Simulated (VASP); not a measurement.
A run of VASP 6.6.1 is set up as follows.

Contents of INCAR:

```
SYSTEM = Hf2NiH3
ALGO = Normal
EDIFF = 1E-7
ENCUT = 520
GGA = PS
GGA_COMPAT = .FALSE.
ISIF = 2
ISMEAR = -1
LASPH = .TRUE.
LCHARG = .FALSE.
LMAXMIX = 4
LORBIT = 11
LORBMOM = .TRUE.
LREAL = .FALSE.
LSORBIT = .TRUE.
LWAVE = .FALSE.
MAGMOM = 0 0 0 0 0 0 0 0 0 0 0 0 0 0 0 0 0 0
NBANDS = 49
NELM = 150
PREC = Accurate
SIGMA = 0.1
```

The input KPOINTS:

```
k-points
0
G
  6 6 3
  0 0 0
```

The input POSCAR:

```
Hf2NiH3
1.0
    2.9709852323      0.0000000000      0.0000000000
    0.0000000000      2.9709852323      0.0000000000
    0.0000000000      0.0000000000      6.8167635981
H Ni Hf
3 1 2
Direct
    0.5000000000      0.5000000000      0.0000000000
    0.0000000000      0.5000000000      0.3854141854
    0.5000000000      0.0000000000      0.6145858146
    0.0000000000      0.0000000000      0.0000000000
    0.0000000000      0.5000000000      0.6845146660
    0.5000000000      0.0000000000      0.3154853340
```

Potentials or basis: VASP PAW PBE potentials, release 64 (H, Ni, Hf_pv).

Command:

```bash
$ cat potpaw_PBE.64/H/POTCAR potpaw_PBE.64/Ni/POTCAR potpaw_PBE.64/Hf_pv/POTCAR > POTCAR
$ mpirun -np 1 vasp_ncl > vasp.out
```

Task: What does it give for the net moment?

Result: 0.00 μB per cell.

Task: Estimate the largest force.

Result: 0.019 eV/Å.

Moments on the atoms (μB; x, y, z):
```
H   0.00 0.00 0.00
H   0.00 0.00 0.00
H   0.00 0.00 0.00
Ni  0.00 0.00 0.00
Hf  0.00 0.00 0.00
Hf  0.00 0.00 0.00
```

Caveat: the PAW data sets were made with another functional, which shifts forces and pressure a little.
